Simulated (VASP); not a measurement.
HfO2 (fluorite type):

```
Hf O
1.0
     0.00000    2.46621    2.46621
     2.46621    0.00000    2.46621
     2.46621    2.46621    0.00000
Hf O
1 2
Direct
  0.00000 0.00000 0.00000
  0.25000 0.25000 0.25000
  0.75000 0.75000 0.75000
```

```yaml
Program: VASP 6.6.1
Task: relaxation of cell and atoms
Functional: LDA
Potentials_or_basis: VASP PAW LDA potentials, release 64 (Hf_pv, O)
Cutoff: 600 eV
k_mesh: 12 × 12 × 12
Occupations: fermi-dirac, width 0.08 eV
Spin: no spin polarisation
```

At the start: pressure 9.0 GPa; volume 10.00 Å³/atom.

Where does the relaxation end?

Over 4 steps the energy falls by 8.1 meV/atom and the volume is 10.29 Å³/atom (+2.9 %); space group Fm-3m (No. 225, to 0.1 Å) before and after.

The path:
| step | energy change (eV) | largest force (eV/Å) | pressure (GPa) | volume (Å³) |
| --- | --- | --- | --- | --- |
| 1 | 0.0000 | 0.0000 | 8.96 | 30.00 |
| 2 | 0.0446 | 0.0000 | -13.07 | 32.50 |
| 3 | -0.0242 | 0.0000 | -0.11 | 30.90 |
| 4 | -0.0242 | 0.0000 | 0.05 | 30.88 |

Final structure:
```cif
data_structure
_symmetry_space_group_name_H-M 'P 1'
_symmetry_Int_Tables_number 1
_cell_length_a 3.5216
_cell_length_b 3.5216
_cell_length_c 3.5216
_cell_angle_alpha 60.000
_cell_angle_beta 60.000
_cell_angle_gamma 60.000
_cell_volume 30.88
loop_
_atom_site_label
_atom_site_type_symbol
_atom_site_fract_x
_atom_site_fract_y
_atom_site_fract_z
_atom_site_occupancy
Hf1 Hf 0.00000 0.00000 0.00000 1
O1 O 0.25000 0.25000 0.25000 1
O2 O 0.75000 0.75000 0.75000 1
```
